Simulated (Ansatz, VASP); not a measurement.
# One calculation of ZrF2, two programs

```
Zr F
1.0
     4.20360    0.00000    0.00000
     0.00000    4.20360    0.00000
     0.00000    0.00000    3.30499
Zr F
1 2
Direct
  0.50000 0.50000 0.20852
  0.00000 0.50000 0.20876
  0.50000 0.00000 0.20876
```

Alike in both runs: functional PBE; k mesh 6 × 6 × 4; occupations gaussian, width 0.1 eV; no spin polarisation.

Ansatz relaxed the structure, and its values are those at the end. VASP's run is a single point on that final structure, the one shown.

|  | VASP | Ansatz |
| --- | --- | --- |
| version | VASP 6.6.1 | Ansatz 0.2.0 |
| potentials or method | VASP PAW PBE potentials, release 64 (Zr_sv, F), cutoff 520 eV | scalar-relativistic, plane waves, PAW |
| valence electrons in the cell | 26 | 26 |

```tsv
	VASP	Ansatz	Ansatz less VASP
gap on the k mesh at the Fermi level (eV)	none	none	-
pressure (GPa)	0.1	0.1	0.00
```

A gap of «none» marks a metal or a gap that the smearing closes. The functional is the same, so the differences come from potentials, cutoffs and numerics.

The k mesh is coarse, so the values compare programs but aren't converged.
